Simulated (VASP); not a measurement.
SiC, 4 atoms in the cell. It takes space group P6_3mc (No. 186, hexagonal). The conventional cell has a = 3.075 Å, b = 3.075 Å, c = 5.351 Å, α = 90.00°, β = 90.00°, γ = 120.00°. Si (site symmetry 3m) has 4 C at 1.90 to 2.00 Å within 2.5 Å. Within 2.5 Å of C (site symmetry 3m) lie 4 Si at 1.90 to 2.00 Å.  This cell differs from its parent crystal: strain along c alone, the other axes held: +6.0 %.

- Program: VASP 6.6.1
- Task: relaxation of the atoms
- Functional: r2SCAN
- Potentials or basis: VASP PAW PBE potentials, release 64 (Si, C)
- Cutoff: 520 eV
- k mesh: 12 × 12 × 6
- Occupations: gaussian, width 0.02 eV
- Spin: no spin polarisation
- Dipole correction: no
- Further INCAR settings: ALGO = Normal; EDIFF = 1e-06; IBRION = 2; EDIFFG = -0.008; NSW = 60

Potentials or basis: VASP PAW PBE potentials, release 64 (Si, C).

Launch:

```sh
$ cat potpaw_PBE.64/Si/POTCAR potpaw_PBE.64/C/POTCAR > POTCAR
$ cp INCAR.step1 INCAR
$ mpirun -np 1 vasp_std > vasp.out
$ cp INCAR.step2 INCAR
$ mpirun -np 1 vasp_std > vasp.out
```

Hardware: 1 thread of Intel Xeon 8259CL, with other jobs on the host.

Q: How long does it take, and how much memory?

A: It took 110 s on 1 thread of Intel Xeon 8259CL, on a shared host, peak memory 0.18 GiB. Counts: k points 76, ion steps 1.
